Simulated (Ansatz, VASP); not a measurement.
## Two plane-wave programs on CaO

```
Ca O
1.0
     3.15708    0.00000    0.00000
    -1.57854    2.73411    0.00000
     0.00000    0.00000    3.07363
Ca O
1 1
Direct
  0.33333 0.66667 0.50000
  0.66667 0.33333 0.00000
```

Alike in both runs: task single point; functional PBE; k mesh 6 × 6 × 6; occupations gaussian, width 0.1 eV; no spin polarisation.

|  | VASP | Ansatz |
| --- | --- | --- |
| version | VASP 6.6.1 | Ansatz 0.2.0 |
| potentials or method | VASP PAW PBE potentials, release 64 (Ca_sv, O), cutoff 520 eV | scalar-relativistic, plane waves, PAW |
| valence electrons in the cell | 16 | 16 |

|  | VASP | Ansatz | Ansatz less VASP |
| --- | --- | --- | --- |
| gap on the k mesh at the Fermi level (eV) | 3.42 | 3.43 | +0.016 |
| least direct gap on the mesh (eV) | 3.42 | 3.43 | +0.016 |
| pressure (GPa) | 6.7 | 6.1 | -0.65 |
| traceless stress, the component that is largest in VASP (GPa) | -13.86 | -14.01 | -0.147 |

With one functional, cell and mesh, what is left measures potentials, basis and numerics.
